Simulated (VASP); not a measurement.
Runs of VASP 6.6.1 on Ru. The structure is that of space group R-3m (No. 166), or close to it. The cells are those of the table. 

| task | cell | k mesh | cutoff (eV) | gap on the mesh (eV) | pressure (GPa) | largest force (eV/Å) |
| --- | --- | --- | --- | --- | --- | --- |
| single point | a = 6.591 Å, angles 23.5°, 3 atoms | 9 × 9 × 9 | 520 | none | -0.2 | 0.01 |
| relaxation of cell and atoms | relaxed from a = 7.021 Å, angles 23.2°, 3 atoms | 9 × 9 × 9 | 600 | none | 0.2 | 0.01 |
| single point | a = 7.021 Å, angles 23.2°, 3 atoms | 9 × 9 × 9 | 520 | none | (a) | 0.47 |
| single point | a = 6.596 Å, angles 23.5°, 3 atoms | 21 × 21 × 21 | 520 | none | -0.1 | 0.01 |

Alike in all rows: level PBEsol; potentials or basis VASP PAW PBE potentials, release 64 (Ru_pv); no spin polarisation; smearing gaussian 0.1 eV.

Task: Fill in the values left out.

Result: (a) -38.3.

Caveats: the PAW data sets were made with another functional, which shifts forces and pressure a little.

A k mesh can miss the band edges, and the runs leave out spin-orbit coupling on Ru.

A gap of «none» marks levels without a gap at the run's occupations.
